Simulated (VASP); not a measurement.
Ru: relaxation of cell and atoms with PBEsol

The system is Ru.

```xyz
6
Lattice="2.6895 0.0000 0.0000 -1.3448 2.3292 0.0000 0.0000 0.0000 12.7558" Properties=species:S:1:pos:R:3 pbc="T T T"
Ru    0.0000    0.0000    0.0000
Ru    0.0000    1.5528    2.1260
Ru    1.3448    0.7764    4.2519
Ru    0.0000    0.0000    6.3779
Ru    1.3448    0.7764    8.5039
Ru    0.0000    1.5528   10.6298
```

```
Program                : VASP 6.6.1
Task                   : relaxation of cell and atoms
Functional             : PBEsol
Potentials or basis    : VASP PAW PBE potentials, release 64 (Ru_pv)
Cutoff                 : 600 eV
k mesh                 : 18 × 18 × 4
Occupations            : gaussian, width 0.1 eV
Spin                   : no spin polarisation
Dipole correction      : no
Further INCAR settings : ALGO = Fast; EDIFF = 1e-06; IBRION = 2; EDIFFG = -0.01; NSW = 65; ISIF = 3
```

```json
{
  "Relaxed volume": "13.38 Å³/atom",
  "Relaxed cell": "a = 2.676 Å, b = 2.676 Å, c = 12.948 Å, α = 90.00°, β = 90.00°, γ = 120.00°",
  "Space group after relaxing (to 0.1 Å)": "P6_3/mmc (No. 194)",
  "Energy gained by relaxing": "18.9 meV/atom",
  "Ionic steps": "12",
  "Pressure after relaxing": "0.1 GPa",
  "Band gap on the k mesh": "zero (bands 42 and 43 overlap by 2.97 eV)"
}
```

Stress tensor (GPa, compression positive):
```
 0.11  0.00  0.00
 0.00  0.11  0.00
 0.00  0.00 -0.03
```

Step by step:
```tsv
step	energy change (eV)	largest force (eV/Å)	pressure (GPa)	volume (Å³)
1	0.0000	0.8529	1.52	79.91
2	-0.0475	0.1403	-3.99	81.32
3	-0.0898	0.3620	-2.25	80.73
4	-0.0893	0.0673	5.72	79.02
5	-0.1054	0.1642	1.58	79.87
6	-0.1110	0.0749	-0.54	80.46
7	-0.1132	0.0140	0.17	80.25
8	-0.1132	0.0062	0.16	80.26
9	-0.1132	0.0072	-0.45	80.38
10	-0.1133	0.0091	-0.14	80.32
11	-0.1133	0.0087	-0.10	80.32
12	-0.1133	0.0003	0.06	80.28
```

Final structure:
```yaml
crystal:
  lattice:
    - [2.67562, 0.00000, 0.00000]
    - [-1.33781, 2.31716, 0.00000]
    - [0.00000, 0.00000, 12.94827]
  atoms:
    - { symbol: Ru, position: [0.00000, 0.00000, 0.00000] }
    - { symbol: Ru, position: [0.33333, 0.66667, 0.16296] }
    - { symbol: Ru, position: [0.66667, 0.33333, 0.33704] }
    - { symbol: Ru, position: [0.00000, 0.00000, 0.50000] }
    - { symbol: Ru, position: [0.66667, 0.33333, 0.66296] }
    - { symbol: Ru, position: [0.33333, 0.66667, 0.83704] }
```

Levels at points of the mesh, in eV from the Fermi level:
| k point | band 38 | band 39 | band 40 | band 41 | band 42 | band 43 | band 44 | band 45 | band 46 | band 47 |
| --- | --- | --- | --- | --- | --- | --- | --- | --- | --- | --- |
| (0.00, 0.00, 0.00) | -2.18 | -2.18 | -1.78 | -1.46 | -0.76 | -0.76 | -0.62 | -0.62 | 0.14 | 0.14 |
| (0.50, 0.00, 0.00) | 0.08 | 0.24 | 0.45 | 0.94 | 1.60 | 1.63 | 1.70 | 1.81 | 1.90 | 2.02 |
| (0.00, 0.00, 0.50) | -2.29 | -2.29 | -2.29 | -0.64 | -0.64 | -0.64 | -0.64 | 0.14 | 0.14 | 0.27 |
| (0.50, 0.00, 0.50) | -0.98 | 1.35 | 1.35 | 1.58 | 1.58 | 1.62 | 1.62 | 1.85 | 1.85 | 2.04 |

Run time: 110 min on 1 thread of Oxide Virtual Turin-like Processor (shared host), peak memory 0.48 GiB.

Caveat: the PAW data sets were made with another functional, which shifts forces and pressure a little.
